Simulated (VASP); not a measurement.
Input of a VASP 6.6.1 run:

The input INCAR:

```
  PREC = Accurate
  ENCUT = 600
  EDIFF = 1E-7
  ISMEAR = 0
  SIGMA = 0.1
  LREAL = False
  LASPH = True
  NELM = 100
  ALGO = Normal
  ISIF = 3
  LWAVE = False
  LCHARG = False
  GGA = PE
  IBRION = 2
  NSW = 90
  EDIFFG = -0.04
```

The input KPOINTS:

```
Automatic mesh
0
Gamma
  6 6 4
```

The input POSCAR:

```
Sb
1.0
    4.5328894119      0.0000000000      0.0000000000
   -2.2664447060      3.9255973833      0.0000000000
    0.0000000000      0.0000000000      5.1427147757
Sb
3
Direct
    0.2254000000      0.0000000000      0.3333333333
    0.0000000000      0.2254000000      0.6666666667
    0.7746000000      0.7746000000      0.0000000000
```

Potentials or basis: VASP PAW PBE potentials, release 64 (Sb).

Launch:

```console
$ cat potpaw_PBE.64/Sb/POTCAR > POTCAR
$ mpirun -np 1 vasp_std > vasp.out
```

(1) What does it give for the space group after relaxing (to 0.05 Å)?

(2) Estimate the relaxed volume.

(3) Estimate the relaxed cell.

Answers

(1) R-3m (No. 166).

(2) 30.01 Å³/atom.

(3) a = 4.361 Å, b = 4.361 Å, c = 5.466 Å, α = 90.00°, β = 90.00°, γ = 120.00°.
